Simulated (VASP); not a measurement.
# BAs (F-43m) in VASP: further runs

BAs is run at these levels: PBE; tasks: single point, relaxation of cell and atoms.

All numbers are computed with VASP 6.6.1; they aren't measurements. Logs are shortened: lines on timing, memory, paths and dates and some standing lists are left out, and cuts for length are marked.

**1. The cell of the first run**

Symmetry: F-43m, No. 216, cubic system. Conventional cell: a = 4.903 Å, b = 4.903 Å, c = 4.903 Å, α = 90.00°, β = 90.00°, γ = 90.00°. B (site symmetry -43m) has 4 As at 2.12 Å within 2.8 Å. As (site symmetry -43m) has 4 B at 2.12 Å within 2.8 Å.

**2. Single point, PBE (volume scaled by 1.06)**

Contents of INCAR:

```
SYSTEM = BAs
ALGO = Normal ; EDIFF = 1E-6
ENCUT = 520 ; GGA = PE
ISIF = 2 ; ISMEAR = 0
LASPH = .True. ; LCHARG = .False.
LREAL = .False. ; LWAVE = .False.
NBANDS = 11 ; NELM = 100
PREC = Accurate ; SIGMA = 0.02
```

Contents of KPOINTS:

```
k-points
0
Gamma
  10 10 10
  0 0 0
```

Contents of POSCAR:

```
BAs
1.0
    0.0000000000      2.4515684729      2.4515684729
    2.4515684729      0.0000000000      2.4515684729
    2.4515684729      2.4515684729      0.0000000000
B As
1 1
Direct
    0.0000000000      0.0000000000      0.0000000000
    0.2500000000      0.2500000000      0.2500000000
```

Potentials or basis: VASP PAW PBE potentials, release 64 (B, As).

Launch:

```console
$ cat potpaw_PBE.64/B/POTCAR potpaw_PBE.64/As/POTCAR > POTCAR
$ mpirun -np 1 vasp_std > vasp.out
```

OUTCAR:

```text
SYSTEM = BAs
   EDIFF = 1E-6
   ENCUT = 520
   GGA = PE
   ISIF = 2
   ISMEAR = 0
   LASPH = .True.
   LREAL = .False.
   NELM = 100
   PREC = Accurate

 ion  position               nearest neighbor table
   1  0.000  0.000  0.000-   2 2.12   2 2.12   2 2.12   2 2.12
   2  0.250  0.250  0.250-   1 2.12   1 2.12   1 2.12   1 2.12

  LATTYP: Found a face centered cubic cell.
 ALAT       =     4.9031369458

  Lattice vectors:

 A1 = (   0.0000000000,   2.4515684729,   2.4515684729)
 A2 = (   2.4515684729,   0.0000000000,   2.4515684729)
 A3 = (   2.4515684729,   2.4515684729,   0.0000000000)

Analysis of symmetry for initial positions (statically):
=====================================================================
 Subroutine PRICEL returns:
 Original cell was already a primitive cell.

 Routine SETGRP: Setting up the symmetry group for a
 face centered cubic supercell.

 Subroutine GETGRP returns: Found 24 space group operations
 (whereof 24 operations were pure point group operations)
 out of a pool of 48 trial point group operations.

The static configuration has the point symmetry T_d .

Analysis of symmetry for dynamics (positions and initial velocities):
=====================================================================
 Subroutine PRICEL returns:
 Original cell was already a primitive cell.

 Routine SETGRP: Setting up the symmetry group for a
 face centered cubic supercell.

 Subroutine GETGRP returns: Found 24 space group operations
 (whereof 24 operations were pure point group operations)
 out of a pool of 48 trial point group operations.

The dynamic configuration has the point symmetry T_d .

 Subroutine INISYM returns: Found 24 space group operations
 (whereof 24 operations are pure point group operations),
 and found     1 'primitive' translations

----------------------------------------------------------------------------------------

                                     Primitive cell

  volume of cell :      29.4688

  direct lattice vectors                    reciprocal lattice vectors
     0.000000000  2.451568473  2.451568473    -0.203951065  0.203951065  0.203951065
     2.451568473  0.000000000  2.451568473     0.203951065 -0.203951065  0.203951065
     2.451568473  2.451568473  0.000000000     0.203951065  0.203951065 -0.203951065

  length of vectors
     3.467041383  3.467041383  3.467041383     0.353253606  0.353253606  0.353253606

  position of ions in fractional coordinates (direct lattice)
     0.000000000  0.000000000  0.000000000
     0.250000000  0.250000000  0.250000000

  ion indices of the primitive-cell ions
   primitive index   ion index
                 1           1
                 2           2

----------------------------------------------------------------------------------------

 KPOINTS: k-points

Automatic generation of k-mesh.
 Grid dimensions read from file:
 generate k-points for:   10   10   10

 Generating k-lattice:

  Cartesian coordinates                     Fractional coordinates (reciprocal lattice)
    -0.020395106  0.020395106  0.020395106     0.100000000  0.000000000  0.000000000
     0.020395106 -0.020395106  0.020395106     0.000000000  0.100000000  0.000000000
     0.020395106  0.020395106 -0.020395106     0.000000000  0.000000000  0.100000000

  Length of vectors
     0.035325361  0.035325361  0.035325361

  Shift w.r.t. Gamma in fractional coordinates (k-lattice)
     0.000000000  0.000000000  0.000000000

 Subroutine IBZKPT returns following result:
 ===========================================

 Found     47 irreducible k-points:

 Following reciprocal coordinates:
            Coordinates               Weight
  0.000000  0.000000  0.000000      1.000000
  0.100000  0.000000  0.000000      8.000000
  0.200000  0.000000  0.000000      8.000000
  0.300000  0.000000  0.000000      8.000000
  0.400000  0.000000  0.000000      8.000000
  0.500000  0.000000  0.000000      4.000000
[... 16 lines left out ...]
  0.300000  0.300000  0.000000      6.000000
  0.400000  0.300000  0.000000     24.000000
 [... further k-points ...]
   k-points           NKPTS =     47   k-points in BZ     NKDIM =     47   number of bands    NBANDS=     11
   number of dos      NEDOS =    301   number of ions     NIONS =      2
   total plane-waves  NPLWV =  21952
   dimension x,y,z NGX =    28 NGY =   28 NGZ =   28
   dimension x,y,z NGXF=    56 NGYF=   56 NGZF=   56
   ions per type =               1   1
   NGX,Y,Z   is equivalent  to a cutoff of  13.43, 13.43, 13.43 a.u.
   NGXF,Y,Z  is equivalent  to a cutoff of  26.85, 26.85, 26.85 a.u.
 SYSTEM =  BAs
   PREC   = accura    normal or accurate (medium, high low for compatibility)
   ISTART =      0    job   : 0-new  1-cont  2-samecut
   ICHARG =      2    charge: 1-file 2-atom 10-const
   ISPIN  =      1    spin polarized calculation?
   LNONCOLLINEAR =      F non collinear calculations
   LSORBIT =      F    spin-orbit coupling
   LASPH  =      T    aspherical Exc in radial PAW
   ENCUT  =  520.0 eV  38.22 Ry    6.18 a.u.   6.45  6.45  6.45*2*pi/ulx,y,z
   NELM   =    100;   NELMIN=  2; NELMDL= -5     # of ELM steps
   EDIFF  = 0.1E-05   stopping-criterion for ELM
   LREAL  =      F    real-space projection
   EDIFFG = 0.1E-04   stopping-criterion for IOM
   NSW    =      0    number of steps for IOM
   IBRION =     -1    ionic relax: 0-MD 1-quasi-New 2-CG
   NFREE  =      0    steps in history (QN), initial steepest desc. (CG)
   ISIF   =      2    stress and relaxation
   ISYM   =      2    0-nonsym 1-usesym 2-fastsym
   POTIM  = 0.5000    time-step for ionic-motion
   TEBEG  =    0.0;   TEEND  =   0.0 temperature during run
   PSTRESS=    0.0 pullay stress
   NELECT =       8.0000    total number of electrons
   NUPDOWN=      -1.0000    fix difference up-down
   EMIN   =  10.00;   EMAX   =-10.00  energy-range for DOS
   EFERMI =   0.00;   METHOD = LEGACY
   ISMEAR =     0;   SIGMA  =   0.02  broadening in eV -4-tet -1-fermi 0-gaus
   EFERMI_NEDOS =   21; number of points for ismear=-14 and -15
   IALGO  =     38    algorithm
   IMIX   =      4    mixing-type and parameters
     AMIX     =   0.40;   BMIX     =  1.00
     AMIX_MAG =   1.60;   BMIX_MAG =  1.00
  volume/ion in A,a.u.               =      14.73        99.43
  Fermi-wavevector in a.u.,A,eV,Ry     =   1.060028  2.003163 15.288323  1.123660
  Thomas-Fermi vector in A             =   2.195395
   LORBIT       =      0    0 simple, 1 ext, 2 COOP (PROOUT), +10 PAW based schemes
   GGA     = PE    functional components
   LHFCALC =     F    Hartree Fock is set to
   AEXX    =    0.0000 exact exchange contribution
   IVDW    =     0    specifies the selected vdW correction
   LEPSILON=     F    determine dielectric tensor
   LRPA    =     F    only Hartree local field effects (RPA)
 non-spin polarized calculation
 Gauss-broadening in eV      SIGMA  =   0.02
  energy-cutoff  :      520.00
  volume of cell :       29.47
 maximum number of plane-waves:       821
 NGX is ok and might be reduce to    28
   NGX = 13   NGY = 13   NGZ = 13

 number of electron       8.0000000 magnetization

 Free energy of the ion-electron system (eV)
  ---------------------------------------------------
  ext. energy  EPLUGINS =         0.00000000
  ---------------------------------------------------
  free energy    TOTEN  =       -11.38230155 eV

  energy without entropy =      -11.38230155  energy(sigma->0) =      -11.38230155

 E-fermi :   5.4649     XC(G=0): -10.2485

 val. band max:        5.2913471875   @ k =   0.0000   0.0000   0.0000
 cond. band min:       6.5440203203   @ k =   0.4000   0.4000   0.0000
 fundamental gap:      1.2526731328
 Fermi energy:         5.4649055543

 k-point     1 :       0.0000    0.0000    0.0000
  band No.  band energies     occupation
      1      -9.4208      2.00000
      2       5.2913      2.00000
      3       5.2913      2.00000
      4       5.2913      2.00000
      5       8.4737      0.00000
      6       8.4737      0.00000
      7       8.4737      0.00000
      8       9.0083      0.00000
      9      14.5113      0.00000
     10      17.9331      0.00000
     11      17.9331      0.00000

 k-point     2 :       0.1000    0.0000    0.0000
  band No.  band energies     occupation
      1      -9.2683      2.00000
      2       3.9341      2.00000
      3       5.0164      2.00000
      4       5.0164      2.00000
      5       8.4219      0.00000
      6       8.8382      0.00000
      7       8.8382      0.00000
      8      10.0933      0.00000
      9      15.1039      0.00000
     10      16.9586      0.00000
     11      16.9586      0.00000

 k-point     3 :       0.2000    0.0000    0.0000
  band No.  band energies     occupation
      1      -8.8199      2.00000
      2       1.6934      2.00000
      3       4.4856      2.00000
      4       4.4856      2.00000
      5       8.1111      0.00000
      6       9.5131      0.00000
      7       9.5131      0.00000
      8      11.8473      0.00000
      9      16.0871      0.00000
     10      16.2766      0.00000
     11      16.2766      0.00000

 k-point     4 :       0.3000    0.0000    0.0000
  band No.  band energies     occupation
      1      -8.1147      2.00000
      2      -0.4507      2.00000
      3       4.0115      2.00000
      4       4.0115      2.00000
      5       7.8081      0.00000
      6       9.9285      0.00000
      7       9.9285      0.00000
      8      13.2804      0.00000
      9      16.2138      0.00000
     10      16.6536      0.00000
     11      16.6536      0.00000
[... 239 lines left out ...]
 k-point    22 :      -0.2000    0.2000    0.0000
  band No.  band energies     occupation
      1      -7.8714      2.00000
      2       0.0168      2.00000
      3       1.5414      2.00000
      4       4.0921      2.00000
      5       8.9190      0.00000
      6      10.2054      0.00000
      7      10.9827      0.00000
      8      11.9222      0.00000
      9      15.0667      0.00000
     10      17.4217      0.00000
     11      18.6948      0.00000

 k-point    23 :       0.3000    0.3000    0.0000
  band No.  band energies     occupation
      1      -7.6500      2.00000
      2       0.1822      2.00000
      3       2.3579      2.00000
      4       2.3579      2.00000
      5       6.7394      0.00000
      6       8.8857      0.00000
      7      13.2605      0.00000
      8      13.2605      0.00000
      9      15.6177      0.00000
     10      19.4960      0.00000
     11      19.9812      0.00000

 k-point    24 :       0.4000    0.3000    0.0000
  band No.  band energies     occupation
      1      -6.9879      2.00000
      2      -0.9624      2.00000
      3       1.6312      2.00000
      4       2.0810      2.00000
      5       7.0253      0.00000
      6       8.6462      0.00000
      7      13.5880      0.00000
      8      13.8550      0.00000
      9      16.6803      0.00000
     10      20.1464      0.00000
     11      20.6654      0.00000

 [... further k-points ...]
[... 5 lines left out ...]
  --------------------------------------------------------------------------------------
  -------------------------------------------------------------------------------------
  Total       -1.1612787     -1.1612787     -1.1612787      0.0000000      0.0000000     -0.0000000
  in kB      -63.1371467    -63.1371467    -63.1371467      0.0000000      0.0000000     -0.0000000
  external PRESSURE =     -63.1371467 kB  Pullay stress =       0.0000000 kB

 VOLUME and BASIS-vectors are now :
 -----------------------------------------------------------------------------
  energy-cutoff  :      520.00
  volume of cell :       29.47
      direct lattice vectors                 reciprocal lattice vectors
     0.000000000  2.451568473  2.451568473    -0.203951065  0.203951065  0.203951065
     2.451568473  0.000000000  2.451568473     0.203951065 -0.203951065  0.203951065
     2.451568473  2.451568473  0.000000000     0.203951065  0.203951065 -0.203951065

 POSITION                                       TOTAL-FORCE (eV/Angst)
 -----------------------------------------------------------------------------------
      0.00000      0.00000      0.00000         0.000000      0.000000      0.000000
      1.22578      1.22578      1.22578        -0.000000     -0.000000     -0.000000
 -----------------------------------------------------------------------------------
    total drift:                               -0.000000     -0.000000      0.000000

  FREE ENERGIE OF THE ION-ELECTRON SYSTEM (eV)
  ---------------------------------------------------
  free  energy   TOTEN  =       -11.3823015514 eV

  energy  without entropy=      -11.3823015514  energy(sigma->0) =      -11.38230155
```

Wall time 10 s (1 thread of Intel Xeon Platinum 8488C (Sapphire Rapids), shared host); peak memory 0.16 GiB.

What came out:

```
Free energy            : -11.3823 eV
Pressure               : -6.3 GPa
Band gap on the k mesh : 1.25 eV, indirect (least direct gap 3.18 eV)
```

(Continued in part 2 of 2.)
